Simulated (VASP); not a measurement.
# Si in VASP: single point with PBEsol

Aim: the single point of Si with PBEsol.

All numbers are computed with VASP 6.6.1; they aren't measurements. Logs are shortened: lines on timing, memory, paths and dates and some standing lists are left out, and cuts for length are marked.

## (1) The cell of the first run

The typed cell holds 1 atom: a = 2.627 Å, b = 2.627 Å, c = 3.033 Å, α = 54.73°, β = 54.73°, γ = 70.53°.

This isn't the form of Si at room conditions, which is diamond.

## (2) Single point, PBEsol

INCAR

```
SYSTEM = Si
PREC     = Accurate       ! precision mode
ENCUT    = 520            ! plane-wave cutoff, eV
EDIFF    = 1E-6           ! SCF threshold, eV
ISMEAR   = 0              ! smearing method
SIGMA    = 0.15           ! smearing width, eV
LREAL    = .FALSE.        ! projectors in reciprocal space
LASPH    = .TRUE.         ! aspherical terms in the spheres
NELM     = 100            ! most SCF steps
ALGO     = Normal         ! electronic algorithm
ISIF     = 2              ! what is computed and relaxed
LWAVE    = .FALSE.        ! write WAVECAR
LCHARG   = .FALSE.        ! write CHGCAR
GGA      = PS             ! functional
NBANDS   = 8              ! bands
```

KPOINTS

```
regular mesh
0
G
  24 24 24
  0 0 0
```

POSCAR

```
Si
1.0
    0.0000000000      2.1449427386      1.5164745162
    2.1449427386      0.0000000000      1.5164745162
    2.1449427386      2.1449427386      0.0000000000
Si
1
Direct
    0.0000000000      0.0000000000      0.0000000000
```

Potentials or basis: VASP PAW PBE potentials, release 64 (Si).

The run is started by

```console
$ cat potpaw_PBE.64/Si/POTCAR > POTCAR
$ mpirun -np 1 vasp_std > vasp.out
```

OUTCAR:

```text
SYSTEM = Si
   PREC = Accurate
   ENCUT = 520
   EDIFF = 1E-6
   ISMEAR = 0
   LREAL = .FALSE.
   LASPH = .TRUE.
   NELM = 100
   ISIF = 2
   GGA = PS

 ion  position               nearest neighbor table
   1  0.000  0.000  0.000-

  LATTYP: Found a body centered tetragonal cell.
 ALAT       =     3.0334071114
 C/A-ratio  =     0.9998489886

  Lattice vectors:

 A1 = (   0.0000000000,  -2.1449427386,  -1.5164745162)
 A2 = (   0.0000000000,   2.1449427386,  -1.5164745162)
 A3 = (   2.1449427386,   0.0000000000,   1.5164745162)

Analysis of symmetry for initial positions (statically):
=====================================================================
 Subroutine PRICEL returns:
 Original cell was already a primitive cell.

 Routine SETGRP: Setting up the symmetry group for a
 body centered tetragonal supercell.

 Subroutine GETGRP returns: Found 16 space group operations
 (whereof 16 operations were pure point group operations)
 out of a pool of 16 trial point group operations.

The static configuration has the point symmetry D_4h.

Analysis of symmetry for dynamics (positions and initial velocities):
=====================================================================
 Subroutine PRICEL returns:
 Original cell was already a primitive cell.

 Routine SETGRP: Setting up the symmetry group for a
 body centered tetragonal supercell.

 Subroutine GETGRP returns: Found 16 space group operations
 (whereof 16 operations were pure point group operations)
 out of a pool of 16 trial point group operations.

The dynamic configuration has the point symmetry D_4h.

 Subroutine INISYM returns: Found 16 space group operations
 (whereof 16 operations are pure point group operations),
 and found     1 'primitive' translations

----------------------------------------------------------------------------------------

                                     Primitive cell

  volume of cell :      13.9539

  direct lattice vectors                    reciprocal lattice vectors
     0.000000000  2.144942739  1.516474516    -0.233106456  0.233106456  0.329712102
     2.144942739  0.000000000  1.516474516     0.233106456 -0.233106456  0.329712102
     2.144942739  2.144942739  0.000000000     0.233106456  0.233106456 -0.329712102

  length of vectors
     2.626875389  2.626875389  3.033407111     0.466248120  0.466248120  0.466248120

  position of ions in fractional coordinates (direct lattice)
     0.000000000  0.000000000  0.000000000
[... 77 lines left out ...]
   LREAL  =      F    real-space projection
   EDIFFG = 0.1E-04   stopping-criterion for IOM
   NSW    =      0    number of steps for IOM
   IBRION =     -1    ionic relax: 0-MD 1-quasi-New 2-CG
   NFREE  =      0    steps in history (QN), initial steepest desc. (CG)
   ISIF   =      2    stress and relaxation
   ISYM   =      2    0-nonsym 1-usesym 2-fastsym
   POTIM  = 0.5000    time-step for ionic-motion
   TEBEG  =    0.0;   TEEND  =   0.0 temperature during run
   PSTRESS=    0.0 pullay stress
   NELECT =       4.0000    total number of electrons
   NUPDOWN=      -1.0000    fix difference up-down
   EMIN   =  10.00;   EMAX   =-10.00  energy-range for DOS
   EFERMI =   0.00;   METHOD = LEGACY
   ISMEAR =     0;   SIGMA  =   0.15  broadening in eV -4-tet -1-fermi 0-gaus
   EFERMI_NEDOS =   21; number of points for ismear=-14 and -15
   IALGO  =     38    algorithm
   IMIX   =      4    mixing-type and parameters
     AMIX     =   0.40;   BMIX     =  1.00
     AMIX_MAG =   1.60;   BMIX_MAG =  1.00
  volume/ion in A,a.u.               =      13.95        94.17
  Fermi-wavevector in a.u.,A,eV,Ry     =   1.079434  2.039834 15.853198  1.165177
  Thomas-Fermi vector in A             =   2.215399
   LORBIT       =      0    0 simple, 1 ext, 2 COOP (PROOUT), +10 PAW based schemes
   GGA     = PS    functional components
   LHFCALC =     F    Hartree Fock is set to
   AEXX    =    0.0000 exact exchange contribution
   IVDW    =     0    specifies the selected vdW correction
   LEPSILON=     F    determine dielectric tensor
   LRPA    =     F    only Hartree local field effects (RPA)
 non-spin polarized calculation
 Gauss-broadening in eV      SIGMA  =   0.15
  energy-cutoff  :      520.00
  volume of cell :       13.95
 maximum number of plane-waves:       394
   NGX =  9   NGY =  9   NGZ = 11

 number of electron       4.0000000 magnetization

 Free energy of the ion-electron system (eV)
  ---------------------------------------------------
  ext. energy  EPLUGINS =         0.00000000
  ---------------------------------------------------
  free energy    TOTEN  =        -5.35185876 eV

  energy without entropy =       -5.34630246  energy(sigma->0) =       -5.34908061

 E-fermi :  10.4648     XC(G=0): -11.3928

 val. band max:       10.4648189390   @ k =  -0.4583   0.3750   0.0000
 cond. band min:      10.4649076318   @ k =   0.4583   0.3750   0.0000
 fundamental gap:      0.0000886928
 Fermi energy:        10.4648223261

 k-point     1 :       0.0000    0.0000    0.0000
  band No.  band energies     occupation
      1      -4.1744      2.00000
      2      22.4819      0.00000
      3      22.4819      0.00000
      4      22.4831      0.00000
      5      23.2389      0.00000
      6      23.2426      0.00000
      7      23.2426      0.00000
      8      26.9959      0.00000
[... 243 lines left out ...]
 k-point    24 :       0.4583    0.0417    0.0000
  band No.  band energies     occupation
      1       2.4150      2.00000
      2       4.9583      2.00000
      3      15.7559      0.00000
      4      18.4294      0.00000
      5      18.8000      0.00000
      6      21.2068      0.00000
      7      29.6166      0.00000
      8      31.3205      0.00000

 [... further k-points ...]

------------------------ aborting loop because EDIFF is reached ----------------------------------------

  FORCE on cell =-STRESS in cart. coord.  units (eV):
  Direction    XX          YY          ZZ          XY          YZ          ZX
  --------------------------------------------------------------------------------------
  -------------------------------------------------------------------------------------
  Total        0.2213797      0.2213797      0.2196675      0.0000000      0.0000000     -0.0000000
  in kB       25.4186151     25.4186151     25.2220185      0.0000000      0.0000000     -0.0000000
  external PRESSURE =      25.3530829 kB  Pullay stress =       0.0000000 kB

 VOLUME and BASIS-vectors are now :
 -----------------------------------------------------------------------------
  energy-cutoff  :      520.00
  volume of cell :       13.95
      direct lattice vectors                 reciprocal lattice vectors
     0.000000000  2.144942739  1.516474516    -0.233106456  0.233106456  0.329712102
     2.144942739  0.000000000  1.516474516     0.233106456 -0.233106456  0.329712102
     2.144942739  2.144942739  0.000000000     0.233106456  0.233106456 -0.329712102

 POSITION                                       TOTAL-FORCE (eV/Angst)
 -----------------------------------------------------------------------------------
      0.00000      0.00000      0.00000         0.000000     -0.000000      0.000000
 -----------------------------------------------------------------------------------
    total drift:                               -0.000000      0.000000      0.000000

  FREE ENERGIE OF THE ION-ELECTRON SYSTEM (eV)
  ---------------------------------------------------
  free  energy   TOTEN  =        -5.3518587590 eV

  energy  without entropy=       -5.3463024610  energy(sigma->0) =       -5.34908061
```

stdout:

```text
POSCAR found type information on POSCAR Si
 POSCAR found :  1 types and       1 ions
 scaLAPACK will be used
 -----------------------------------------------------------------------------
|                                                                             |
|                                                                             |
|     You enforced a specific xc type in the INCAR file but a different       |
|     I HOPE YOU KNOW WHAT YOU ARE DOING!                                     |
|                                                                             |
 -----------------------------------------------------------------------------

 LDA part: xc-table for (Slater+PW92), standard interpolation
 POSCAR, INCAR and KPOINTS ok, starting setup
 FFT: planning ... GRIDC
 FFT: planning ... GRID_SOFT
 FFT: planning ... GRID
 WAVECAR not read
 entering main loop
```

Run time: 1.9 min. Hardware: 1 thread of Intel Xeon 8259CL, shared host; peak memory 0.21 GiB.

What came out:

| Item | Value |
| --- | --- |
| Free energy | -5.3519 eV |
| Pressure | 2.5 GPa |
| Band gap on the k mesh | zero (bands 2 and 3 overlap by 16.31 eV) |

Caveat: the PAW data sets were made with another functional, which shifts forces and pressure a little.
